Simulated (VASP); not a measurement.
# NaCl (Fm-3m) in VASP: a series of runs, part 2 of 2

VASP 6.6.1. The steps go on from the part before.

### Step 3. Single point, PBEsol

This run uses another cell than the first one, of 21.81 Å³/atom, 1.020 times its volume.

File INCAR:

```
SYSTEM = NaCl
ALGO = Normal
EDIFF = 1E-7
ENCUT = 520
GGA = PS
ISIF = 2
ISMEAR = -1
LASPH = .TRUE.
LCHARG = .FALSE.
LREAL = .FALSE.
LWAVE = .FALSE.
NBANDS = 14
NELM = 100
PREC = Accurate
SIGMA = 0.05
```

File KPOINTS:

```
k-points
0
G
  8 8 8
  0 0 0
```

File POSCAR:

```
NaCl
1.0
    0.0000000000      2.7940632177      2.7940632177
    2.7940632177      0.0000000000      2.7940632177
    2.7940632177      2.7940632177      0.0000000000
Cl Na
1 1
Direct
    0.5000000000      0.5000000000      0.5000000000
    0.0000000000      0.0000000000      0.0000000000
```

Potentials or basis: VASP PAW PBE potentials, release 64 (Cl, Na_pv).

The run is started by

```
$ cat potpaw_PBE.64/Cl/POTCAR potpaw_PBE.64/Na_pv/POTCAR > POTCAR
$ mpirun -np 1 vasp_std > vasp.out
```

OUTCAR:

```text
SYSTEM = NaCl
   EDIFF = 1E-7
   ENCUT = 520
   GGA = PS
   ISIF = 2
   ISMEAR = -1
   LASPH = .TRUE.
   LREAL = .FALSE.
   NELM = 100
   PREC = Accurate

 ion  position               nearest neighbor table
   1  0.500  0.500  0.500-
   2  0.000  0.000  0.000-

  LATTYP: Found a face centered cubic cell.
 ALAT       =     5.5881264354

  Lattice vectors:

 A1 = (   0.0000000000,   2.7940632177,   2.7940632177)
 A2 = (   2.7940632177,   0.0000000000,   2.7940632177)
 A3 = (   2.7940632177,   2.7940632177,   0.0000000000)

Analysis of symmetry for initial positions (statically):
=====================================================================
 Subroutine PRICEL returns:
 Original cell was already a primitive cell.

 Routine SETGRP: Setting up the symmetry group for a
 face centered cubic supercell.

 Subroutine GETGRP returns: Found 48 space group operations
 (whereof 48 operations were pure point group operations)
 out of a pool of 48 trial point group operations.

The static configuration has the point symmetry O_h .

Analysis of symmetry for dynamics (positions and initial velocities):
=====================================================================
 Subroutine PRICEL returns:
 Original cell was already a primitive cell.

 Routine SETGRP: Setting up the symmetry group for a
 face centered cubic supercell.

 Subroutine GETGRP returns: Found 48 space group operations
 (whereof 48 operations were pure point group operations)
 out of a pool of 48 trial point group operations.

The dynamic configuration has the point symmetry O_h .

 Subroutine INISYM returns: Found 48 space group operations
 (whereof 48 operations are pure point group operations),
 and found     1 'primitive' translations

----------------------------------------------------------------------------------------

                                     Primitive cell

  volume of cell :      43.6253

  direct lattice vectors                    reciprocal lattice vectors
     0.000000000  2.794063218  2.794063218    -0.178950854  0.178950854  0.178950854
     2.794063218  0.000000000  2.794063218     0.178950854 -0.178950854  0.178950854
     2.794063218  2.794063218  0.000000000     0.178950854  0.178950854 -0.178950854

  length of vectors
     3.951402097  3.951402097  3.951402097     0.309951972  0.309951972  0.309951972

  position of ions in fractional coordinates (direct lattice)
     0.500000000  0.500000000  0.500000000
     0.000000000  0.000000000  0.000000000

  ion indices of the primitive-cell ions
   primitive index   ion index
                 1           1
                 2           2

----------------------------------------------------------------------------------------

 KPOINTS: k-points

Automatic generation of k-mesh.
 Grid dimensions read from file:
 generate k-points for:    8    8    8

 Generating k-lattice:

  Cartesian coordinates                     Fractional coordinates (reciprocal lattice)
    -0.022368857  0.022368857  0.022368857     0.125000000  0.000000000  0.000000000
     0.022368857 -0.022368857  0.022368857     0.000000000  0.125000000  0.000000000
     0.022368857  0.022368857 -0.022368857     0.000000000  0.000000000  0.125000000

  Length of vectors
     0.038743996  0.038743996  0.038743996

  Shift w.r.t. Gamma in fractional coordinates (k-lattice)
     0.000000000  0.000000000  0.000000000

 Subroutine IBZKPT returns following result:
 ===========================================

 Found     29 irreducible k-points:

 Following reciprocal coordinates:
            Coordinates               Weight
  0.000000  0.000000  0.000000      1.000000
  0.125000  0.000000  0.000000      8.000000
  0.250000  0.000000  0.000000      8.000000
  0.375000  0.000000  0.000000      8.000000
  0.500000  0.000000  0.000000      4.000000
  0.125000  0.125000  0.000000      6.000000
[... 16 lines left out ...]
  0.500000  0.250000  0.125000     48.000000
 -0.375000  0.250000  0.125000     24.000000
 [... further k-points ...]
   k-points           NKPTS =     29   k-points in BZ     NKDIM =     29   number of bands    NBANDS=     14
   number of dos      NEDOS =    301   number of ions     NIONS =      2
   total plane-waves  NPLWV =  27000
   dimension x,y,z NGX =    30 NGY =   30 NGZ =   30
   dimension x,y,z NGXF=    60 NGYF=   60 NGZF=   60
   ions per type =               1   1
   NGX,Y,Z   is equivalent  to a cutoff of  12.62, 12.62, 12.62 a.u.
   NGXF,Y,Z  is equivalent  to a cutoff of  25.24, 25.24, 25.24 a.u.
 SYSTEM =  NaCl
   PREC   = accura    normal or accurate (medium, high low for compatibility)
   ISTART =      0    job   : 0-new  1-cont  2-samecut
   ICHARG =      2    charge: 1-file 2-atom 10-const
   ISPIN  =      1    spin polarized calculation?
   LNONCOLLINEAR =      F non collinear calculations
   LSORBIT =      F    spin-orbit coupling
   LASPH  =      T    aspherical Exc in radial PAW
   ENCUT  =  520.0 eV  38.22 Ry    6.18 a.u.   7.35  7.35  7.35*2*pi/ulx,y,z
   NELM   =    100;   NELMIN=  2; NELMDL= -5     # of ELM steps
   EDIFF  = 0.1E-06   stopping-criterion for ELM
   LREAL  =      F    real-space projection
   EDIFFG = 0.1E-05   stopping-criterion for IOM
   NSW    =      0    number of steps for IOM
   IBRION =     -1    ionic relax: 0-MD 1-quasi-New 2-CG
   NFREE  =      0    steps in history (QN), initial steepest desc. (CG)
   ISIF   =      2    stress and relaxation
   ISYM   =      2    0-nonsym 1-usesym 2-fastsym
   POTIM  = 0.5000    time-step for ionic-motion
   TEBEG  =    0.0;   TEEND  =   0.0 temperature during run
   PSTRESS=    0.0 pullay stress
   NELECT =      14.0000    total number of electrons
   NUPDOWN=      -1.0000    fix difference up-down
   EMIN   =  10.00;   EMAX   =-10.00  energy-range for DOS
   EFERMI =   0.00;   METHOD = LEGACY
   ISMEAR =    -1;   SIGMA  =   0.05  broadening in eV -4-tet -1-fermi 0-gaus
   EFERMI_NEDOS =   21; number of points for ismear=-14 and -15
   IALGO  =     38    algorithm
   IMIX   =      4    mixing-type and parameters
     AMIX     =   0.40;   BMIX     =  1.00
     AMIX_MAG =   1.60;   BMIX_MAG =  1.00
  volume/ion in A,a.u.               =      21.81       147.20
  Fermi-wavevector in a.u.,A,eV,Ry     =   1.120825  2.118053 17.092312  1.256249
  Thomas-Fermi vector in A             =   2.257475
   LORBIT       =      0    0 simple, 1 ext, 2 COOP (PROOUT), +10 PAW based schemes
   GGA     = PS    functional components
   LHFCALC =     F    Hartree Fock is set to
   AEXX    =    0.0000 exact exchange contribution
   IVDW    =     0    specifies the selected vdW correction
   LEPSILON=     F    determine dielectric tensor
   LRPA    =     F    only Hartree local field effects (RPA)
 non-spin polarized calculation
  energy-cutoff  :      520.00
  volume of cell :       43.63
 maximum number of plane-waves:      1211
 NGX is ok and might be reduce to    30
   NGX = 15   NGY = 15   NGZ = 15

 number of electron      14.0000007 magnetization

 Free energy of the ion-electron system (eV)
  ---------------------------------------------------
  ext. energy  EPLUGINS =         0.00000000
  ---------------------------------------------------
  free energy    TOTEN  =        -6.99796334 eV

  energy without entropy =       -6.99796334  energy(sigma->0) =       -6.99796334

 E-fermi :   0.5055     XC(G=0):  -8.4561

 val. band max:       -0.6225226722   @ k =   0.0000   0.0000   0.0000
 cond. band min:       4.4124567292   @ k =   0.0000   0.0000   0.0000
 fundamental gap:      5.0349794014
 Fermi energy:         0.5055106568

 k-point     1 :       0.0000    0.0000    0.0000
  band No.  band energies     occupation
      1     -21.2227      2.00000
      2     -21.2227      2.00000
      3     -21.2227      2.00000
      4     -13.3318      2.00000
      5      -0.6225      2.00000
      6      -0.6225      2.00000
      7      -0.6225      2.00000
      8       4.4125      0.00000
      9      10.4010      0.00000
     10      10.4010      0.00000
     11      10.4010      0.00000
     12      12.6585      0.00000
     13      12.6585      0.00000
     14      14.0774      0.00000
[... 377 lines left out ...]
      1     -21.2507      2.00000
      2     -21.2323      2.00000
      3     -21.2278      2.00000
      4     -12.9212      2.00000
      5      -2.3908      2.00000
      6      -1.4450      2.00000
      7      -1.0656      2.00000
      8       7.5931      0.00000
      9       8.9478      0.00000
     10       9.5878      0.00000
     11      11.1019      0.00000
     12      13.7427      0.00000
     13      15.0689      0.00000
     14      16.1436      0.00000

 [... further k-points ...]

------------------------ aborting loop because EDIFF is reached ----------------------------------------

  FORCE on cell =-STRESS in cart. coord.  units (eV):
  Direction    XX          YY          ZZ          XY          YZ          ZX
  --------------------------------------------------------------------------------------
  -------------------------------------------------------------------------------------
  Total        0.0591072      0.0591072      0.0591072      0.0000000      0.0000000     -0.0000000
  in kB        2.1707611      2.1707611      2.1707611      0.0000000      0.0000000     -0.0000000
  external PRESSURE =       2.1707611 kB  Pullay stress =       0.0000000 kB

 VOLUME and BASIS-vectors are now :
 -----------------------------------------------------------------------------
  energy-cutoff  :      520.00
  volume of cell :       43.63
      direct lattice vectors                 reciprocal lattice vectors
     0.000000000  2.794063218  2.794063218    -0.178950854  0.178950854  0.178950854
     2.794063218  0.000000000  2.794063218     0.178950854 -0.178950854  0.178950854
     2.794063218  2.794063218  0.000000000     0.178950854  0.178950854 -0.178950854

 POSITION                                       TOTAL-FORCE (eV/Angst)
 -----------------------------------------------------------------------------------
      2.79406      2.79406      2.79406        -0.000000     -0.000000     -0.000000
      0.00000      0.00000      0.00000         0.000000      0.000000      0.000000
 -----------------------------------------------------------------------------------
    total drift:                               -0.000000      0.000000      0.000000

  FREE ENERGIE OF THE ION-ELECTRON SYSTEM (eV)
  ---------------------------------------------------
  free  energy   TOTEN  =        -6.9979633392 eV

  energy  without entropy=       -6.9979633392  energy(sigma->0) =       -6.99796334
```

stdout:

```text
POSCAR found type information on POSCAR ClNa
 POSCAR found :  2 types and       2 ions
 scaLAPACK will be used
 -----------------------------------------------------------------------------
|                                                                             |
|                                                                             |
|     You enforced a specific xc type in the INCAR file but a different       |
|     I HOPE YOU KNOW WHAT YOU ARE DOING!                                     |
|                                                                             |
 -----------------------------------------------------------------------------

 LDA part: xc-table for (Slater+PW92), standard interpolation
 POSCAR, INCAR and KPOINTS ok, starting setup
 FFT: planning ... GRIDC
 FFT: planning ... GRID_SOFT
 FFT: planning ... GRID
 WAVECAR not read
 entering main loop
```

It took 19 s on 1 thread of AMD EPYC 7R43 (Zen 3), shared host; peak memory 0.13 GiB.

What came out:

* Free energy: -6.9980 eV
* Pressure: 0.2 GPa
* Band gap on the k mesh: 5.04 eV, direct

Levels at points of the mesh, in eV from the valence-band top:
```
           k point  band 5  band 6  band 7  band 8  band 9  band 10
(0.00, 0.00, 0.00)    0.00    0.00    0.00    5.04   11.02    11.02
(0.50, 0.00, 0.00)   -2.06   -0.29   -0.29    7.12   10.72    10.93
(0.50, 0.50, 0.00)   -1.78   -0.64   -0.64    7.51    7.86    11.32
```

Caveat: the PAW data sets were made with another functional, which shifts forces and pressure a little. A hybrid or GW would open this gap; PBEsol tends to underestimate it.
